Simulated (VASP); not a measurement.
# Sb (P2_1/m) in VASP: single point with PBEsol

Aim: the single point of Sb with PBEsol.

All numbers are computed with VASP 6.6.1; they aren't measurements. Logs are shortened: lines on timing, memory, paths and dates and some standing lists are left out, and cuts for length are marked.

### Step 1. The cell of the first run

The structure is monoclinic, space group P2_1/m (No. 11). The conventional cell has a = 3.871 Å, b = 4.479 Å, c = 5.831 Å, α = 90.00°, β = 104.20°, γ = 90.00°. Within 3.9 Å of Sb (site symmetry m) lie 11 Sb at 2.85 to 3.87 Å. Within 4.1 Å of Sb (site symmetry m) lie 15 Sb at 2.85 to 4.08 Å.

### Step 2. Single point, PBEsol

Contents of INCAR:

```
  PREC = Accurate
  ENCUT = 520
  EDIFF = 1E-6
  ISMEAR = -1
  SIGMA = 0.05
  LREAL = F
  LASPH = T
  NELM = 80
  ALGO = Normal
  ISIF = 2
  LWAVE = F
  LCHARG = F
  GGA = PS
  NBANDS = 18
```

Contents of KPOINTS:

```
Automatic mesh
0
Gamma
  6 6 4
```

Contents of POSCAR:

```
Sb
1.0
    3.8690941952      0.0000000000     -0.1051707763
    0.0000000000      4.4786451462      0.0000000000
   -1.2762673802      0.0000000000      5.6892417528
Sb
4
Direct
    0.3507580310      0.2500000000      0.7604940924
    0.8490815217      0.7500000000      0.7440887853
    0.1509184783      0.2500000000      0.2559112147
    0.6492419690      0.7500000000      0.2395059076
```

Potentials or basis: VASP PAW PBE potentials, release 64 (Sb).

On the command line:

```sh
> cat potpaw_PBE.64/Sb/POTCAR > POTCAR
> mpirun -np 1 vasp_std > vasp.out
```

OUTCAR:

```text
PREC = Accurate
   ENCUT = 520
   EDIFF = 1E-6
   ISMEAR = -1
   LREAL = F
   LASPH = T
   NELM = 80
   ISIF = 2
   GGA = PS

 ion  position               nearest neighbor table
   1  0.351  0.250  0.760-   3 2.85   2 2.95   2 2.95   2 2.97   2 2.97   3 3.17   4 3.54   4 3.54
                             3 3.68
   2  0.849  0.750  0.744-   4 2.85   1 2.95   1 2.95   1 2.97   1 2.97   4 3.17   4 3.68   3 3.68
                             3 3.68
   3  0.151  0.250  0.256-   1 2.85   4 2.95   4 2.95   4 2.97   4 2.97   1 3.17   1 3.68   2 3.68
                             2 3.68
   4  0.649  0.750  0.240-   2 2.85   3 2.95   3 2.95   3 2.97   3 2.97   2 3.17   1 3.54   1 3.54
                             2 3.68

  LATTYP: Found a simple monoclinic cell.
 ALAT       =     3.8705233217
 B/A-ratio  =     1.1571161763
 C/A-ratio  =     1.5064208931
 COS(beta)  =    -0.2453223404

  Lattice vectors:

 A1 = (   3.8690941952,   0.0000000000,  -0.1051707763)
 A2 = (   0.0000000000,   4.4786451462,   0.0000000000)
 A3 = (  -1.2762673802,   0.0000000000,   5.6892417528)

Analysis of symmetry for initial positions (statically):
=====================================================================
 Subroutine PRICEL returns:
 Original cell was already a primitive cell.

 Routine SETGRP: Setting up the symmetry group for a
 simple monoclinic supercell.

 Subroutine GETGRP returns: Found  4 space group operations
 (whereof  2 operations were pure point group operations)
 out of a pool of  4 trial point group operations.

The static configuration has the point symmetry S_2 .
 The point group associated with its full space group is C_2h.

Analysis of symmetry for dynamics (positions and initial velocities):
=====================================================================
 Subroutine PRICEL returns:
 Original cell was already a primitive cell.

 Routine SETGRP: Setting up the symmetry group for a
 simple monoclinic supercell.

 Subroutine GETGRP returns: Found  4 space group operations
 (whereof  2 operations were pure point group operations)
 out of a pool of  4 trial point group operations.

The dynamic configuration has the point symmetry S_2 .
 The point group associated with its full space group is C_2h.

 Subroutine INISYM returns: Found  4 space group operations
 (whereof  2 operations are pure point group operations),
 and found     1 'primitive' translations

----------------------------------------------------------------------------------------

                                     Primitive cell

  volume of cell :      97.9837

  direct lattice vectors                    reciprocal lattice vectors
     3.869094195  0.000000000 -0.105170776     0.260044124  0.000000000  0.058335688
     0.000000000  4.478645146  0.000000000     0.000000000  0.223281811  0.000000000
    -1.276267380  0.000000000  5.689241753     0.004807151  0.000000000  0.176848735

  length of vectors
     3.870523322  4.478645146  5.830637199     0.266507033  0.223281811  0.176914058

  position of ions in fractional coordinates (direct lattice)
     0.350758031  0.250000000  0.760494092
     0.849081522  0.750000000  0.744088785
     0.150918478  0.250000000  0.255911215
     0.649241969  0.750000000  0.239505908

  ion indices of the primitive-cell ions
   primitive index   ion index
                 1           1
                 2           2
                 3           3
                 4           4

----------------------------------------------------------------------------------------

 KPOINTS: Automatic mesh

Automatic generation of k-mesh.
 Grid dimensions read from file:
 generate k-points for:    6    6    4

 Generating k-lattice:

  Cartesian coordinates                     Fractional coordinates (reciprocal lattice)
     0.043340687  0.000000000  0.009722615     0.166666667  0.000000000  0.000000000
     0.000000000  0.037213635  0.000000000     0.000000000  0.166666667  0.000000000
     0.001201788  0.000000000  0.044212184    -0.000000000  0.000000000  0.250000000

  Length of vectors
     0.044417839  0.037213635  0.044228515

  Shift w.r.t. Gamma in fractional coordinates (k-lattice)
     0.000000000  0.000000000  0.000000000

 Subroutine IBZKPT returns following result:
 ===========================================

 Found     56 irreducible k-points:

 Following reciprocal coordinates:
            Coordinates               Weight
  0.000000  0.000000  0.000000      1.000000
  0.166667  0.000000  0.000000      2.000000
  0.333333  0.000000  0.000000      2.000000
  0.500000  0.000000  0.000000      1.000000
  0.000000  0.166667  0.000000      2.000000
  0.166667  0.166667  0.000000      4.000000
[... 16 lines left out ...]
  0.000000  0.166667  0.250000      4.000000
  0.166667  0.166667  0.250000      4.000000
 [... further k-points ...]
   k-points           NKPTS =     56   k-points in BZ     NKDIM =     56   number of bands    NBANDS=     18
   number of dos      NEDOS =    301   number of ions     NIONS =      4
   total plane-waves  NPLWV =  51840
   dimension x,y,z NGX =    30 NGY =   36 NGZ =   48
   dimension x,y,z NGXF=    60 NGYF=   72 NGZF=   96
   ions per type =               4
   NGX,Y,Z   is equivalent  to a cutoff of  12.89, 13.36, 13.69 a.u.
   NGXF,Y,Z  is equivalent  to a cutoff of  25.77, 26.73, 27.37 a.u.
 SYSTEM =  unknown system
   PREC   = accura    normal or accurate (medium, high low for compatibility)
   ISTART =      0    job   : 0-new  1-cont  2-samecut
   ICHARG =      2    charge: 1-file 2-atom 10-const
   ISPIN  =      1    spin polarized calculation?
   LNONCOLLINEAR =      F non collinear calculations
   LSORBIT =      F    spin-orbit coupling
   LASPH  =      T    aspherical Exc in radial PAW
   ENCUT  =  520.0 eV  38.22 Ry    6.18 a.u.   7.20  8.33 10.84*2*pi/ulx,y,z
   NELM   =     80;   NELMIN=  2; NELMDL= -5     # of ELM steps
   EDIFF  = 0.1E-05   stopping-criterion for ELM
   LREAL  =      F    real-space projection
   EDIFFG = 0.1E-04   stopping-criterion for IOM
   NSW    =      0    number of steps for IOM
   IBRION =     -1    ionic relax: 0-MD 1-quasi-New 2-CG
   NFREE  =      0    steps in history (QN), initial steepest desc. (CG)
   ISIF   =      2    stress and relaxation
   ISYM   =      2    0-nonsym 1-usesym 2-fastsym
   POTIM  = 0.5000    time-step for ionic-motion
   TEBEG  =    0.0;   TEEND  =   0.0 temperature during run
   PSTRESS=    0.0 pullay stress
   NELECT =      20.0000    total number of electrons
   NUPDOWN=      -1.0000    fix difference up-down
   EMIN   =  10.00;   EMAX   =-10.00  energy-range for DOS
   EFERMI =   0.00;   METHOD = LEGACY
   ISMEAR =    -1;   SIGMA  =   0.05  broadening in eV -4-tet -1-fermi 0-gaus
   EFERMI_NEDOS =   21; number of points for ismear=-14 and -15
   IALGO  =     38    algorithm
   IMIX   =      4    mixing-type and parameters
     AMIX     =   0.40;   BMIX     =  1.00
     AMIX_MAG =   1.60;   BMIX_MAG =  1.00
  volume/ion in A,a.u.               =      24.50       165.31
  Fermi-wavevector in a.u.,A,eV,Ry     =   0.963903  1.821513 12.641305  0.929110
  Thomas-Fermi vector in A             =   2.093489
   LORBIT       =      0    0 simple, 1 ext, 2 COOP (PROOUT), +10 PAW based schemes
   GGA     = PS    functional components
   LHFCALC =     F    Hartree Fock is set to
   AEXX    =    0.0000 exact exchange contribution
   IVDW    =     0    specifies the selected vdW correction
   LEPSILON=     F    determine dielectric tensor
   LRPA    =     F    only Hartree local field effects (RPA)
 non-spin polarized calculation
  energy-cutoff  :      520.00
  volume of cell :       97.98
 maximum number of plane-waves:      2658
 NGX is ok and might be reduce to    30
   NGX = 15   NGY = 17   NGZ = 21

 number of electron      20.0000002 magnetization

 Free energy of the ion-electron system (eV)
  ---------------------------------------------------
  ext. energy  EPLUGINS =         0.00000000
  ---------------------------------------------------
  free energy    TOTEN  =       -17.54519156 eV

  energy without entropy =      -17.53371328  energy(sigma->0) =      -17.53945242

 E-fermi :   9.5732     XC(G=0): -10.6632

 val. band max:        9.5194407270   @ k =   0.3333   0.0000   0.5000
 cond. band min:       9.6010982033   @ k =   0.1667   0.1667   0.5000
 fundamental gap:      0.0816574762
 Fermi energy:         9.5732286716

 k-point     1 :       0.0000    0.0000    0.0000
  band No.  band energies     occupation
      1      -4.2848      2.00000
      2      -0.7975      2.00000
      3       2.1422      2.00000
      4       2.8149      2.00000
      5       4.2309      2.00000
      6       5.3142      2.00000
[... 10 lines left out ...]
     17      14.4292      0.00000
     18      14.9282      0.00000

 k-point     2 :       0.1667    0.0000    0.0000
  band No.  band energies     occupation
      1      -3.9926      2.00000
      2      -0.6124      2.00000
      3       1.6254      2.00000
      4       3.1910      2.00000
      5       4.0267      2.00000
      6       4.5766      2.00000
[... 10 lines left out ...]
     17      13.9344      0.00000
     18      14.2277      0.00000

 k-point     3 :       0.3333    0.0000    0.0000
  band No.  band energies     occupation
      1      -3.1251      2.00000
      2      -0.0480      2.00000
      3       0.0704      2.00000
      4       2.3596      2.00000
      5       4.3067      2.00000
      6       5.6011      2.00000
[... 10 lines left out ...]
     17      14.3985      0.00000
     18      16.4844      0.00000

 k-point     4 :       0.5000    0.0000    0.0000
  band No.  band energies     occupation
      1      -1.7301      2.00000
      2      -1.7195      2.00000
      3       0.8997      2.00000
      4       1.0571      2.00000
      5       5.8655      2.00000
      6       5.8691      2.00000
[... 375 lines left out ...]
      4       3.3169      2.00000
      5       4.1516      2.00000
      6       4.7230      2.00000
[... 10 lines left out ...]
     17      13.9543      0.00000
     18      14.1068      0.00000

 k-point    23 :       0.0000    0.1667    0.2500
  band No.  band energies     occupation
      1      -3.7822      2.00000
      2      -1.5883      2.00000
      3       1.0505      2.00000
      4       3.1585      2.00000
      5       4.6592      2.00000
      6       5.9897      2.00000
[... 10 lines left out ...]
     17      14.8619      0.00000
     18      15.0983      0.00000

 k-point    24 :       0.1667    0.1667    0.2500
  band No.  band energies     occupation
      1      -3.3566      2.00000
      2      -1.6555      2.00000
      3       0.9840      2.00000
      4       2.8973      2.00000
      5       4.7649      2.00000
      6       5.5627      2.00000
[... 10 lines left out ...]
     17      15.0255      0.00000
     18      15.9446      0.00000

 [... further k-points ...]

------------------------ aborting loop because EDIFF is reached ----------------------------------------

  FORCE on cell =-STRESS in cart. coord.  units (eV):
  Direction    XX          YY          ZZ          XY          YZ          ZX
  --------------------------------------------------------------------------------------
  -------------------------------------------------------------------------------------
  Total        6.2387928      6.3517502      6.3076400      0.0000000      0.0000000     -0.0234824
  in kB      102.0133815    103.8604013    103.1391341      0.0000000      0.0000000     -0.3839720
  external PRESSURE =     103.0043056 kB  Pullay stress =       0.0000000 kB

 VOLUME and BASIS-vectors are now :
 -----------------------------------------------------------------------------
  energy-cutoff  :      520.00
  volume of cell :       97.98
      direct lattice vectors                 reciprocal lattice vectors
     3.869094195  0.000000000 -0.105170776     0.260044124  0.000000000  0.058335688
     0.000000000  4.478645146  0.000000000     0.000000000  0.223281811  0.000000000
    -1.276267380  0.000000000  5.689241753     0.004807151  0.000000000  0.176848735

 POSITION                                       TOTAL-FORCE (eV/Angst)
 -----------------------------------------------------------------------------------
      0.38652      1.11966      4.28975         0.010252     -0.000000      0.043131
      2.33552      3.35898      4.14400        -0.004440     -0.000000      0.042642
      0.25731      1.11966      1.44007         0.004440      0.000000     -0.042642
      2.20630      3.35898      1.29433        -0.010252     -0.000000     -0.043131
 -----------------------------------------------------------------------------------
    total drift:                                0.000000      0.000000      0.000000

  FREE ENERGIE OF THE ION-ELECTRON SYSTEM (eV)
  ---------------------------------------------------
  free  energy   TOTEN  =       -17.5451915614 eV

  energy  without entropy=      -17.5337132806  energy(sigma->0) =      -17.53945242
```

It took 31 s on 1 thread of Intel Xeon 6975P-C (Granite Rapids), shared host; peak memory 0.24 GiB.

What came out:

- Free energy: -17.5452 eV
- Pressure: 10.3 GPa
- Largest force: 0.044 eV/Å
- Band gap on the k mesh: zero (bands 10 and 11 overlap by 1.94 eV)

Forces on the atoms (eV/Å):
```
Sb   0.010  0.000  0.043
Sb  -0.004  0.000  0.043
Sb   0.004  0.000 -0.043
Sb  -0.010  0.000 -0.043
```

Stress tensor (GPa, compression positive):
```
10.20  0.00 -0.04
 0.00 10.39  0.00
-0.04  0.00 10.31
```

Caveat: the cell stands under pressure; the PAW data sets were made with another functional, which shifts forces and pressure a little; spin-orbit coupling is left out, which moves the levels of the heavy elements.

The gap in the log of VASP goes by the Fermi energy; the results here count the filled bands.